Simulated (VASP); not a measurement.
A run of VASP 6.6.1 is set up as follows.

INCAR

```
SYSTEM = HfO2
ALGO = Normal ; EDIFF = 1E-6
EDIFFG = -0.01 ; ENCUT = 600
GGA = PE ; IBRION = 2
ISIF = 4 ; ISMEAR = 0
LASPH = .True. ; LCHARG = .False.
LREAL = .False. ; LWAVE = .False.
NELM = 100 ; NSW = 60
PREC = Accurate ; SIGMA = 0.05
```

Contents of KPOINTS:

```
k-points
0
Gamma
  12 12 6
  0 0 0
```

The input POSCAR:

```
HfO2
1.0
    3.2742958590      0.0000000000      0.0000000000
   -1.6371479295      2.8356233933      0.0000000000
    0.0000000000      0.0000000000      5.7474475931
Hf O
1 2
Direct
    0.0000000000      0.0000000000      0.0000000000
    0.3333333333      0.6666666667      0.1697637142
    0.6666666667      0.3333333333      0.8302362858
```

Potentials or basis: VASP PAW PBE potentials, release 64 (Hf_pv, O).

Run with:

```bash
$ cat potpaw_PBE.64/Hf_pv/POTCAR potpaw_PBE.64/O/POTCAR > POTCAR
$ mpirun -np 1 vasp_std > vasp.out
```

Question: Estimate the band gap on the k mesh.

Answer: 4.86 eV, indirect (least direct gap 5.10 eV).

Step by step:
```
step  energy change (eV)  largest force (eV/Å)  pressure (GPa)  volume (Å³)
   1              0.0000                0.4603           -4.91        53.36
   2             -0.0214                0.1321           -2.12        53.36
   3             -0.0248                0.0621           -0.46        53.36
   4             -0.0248                0.0741           -0.38        53.36
   5             -0.0256                0.0141           -0.21        53.36
   6             -0.0256                0.0076           -0.19        53.36
```

Caveat: the cell differs from its parent crystal (volume scaled by 1.040); spin-orbit coupling is left out, which moves the levels of the heavy elements. A k mesh can miss the band edges.
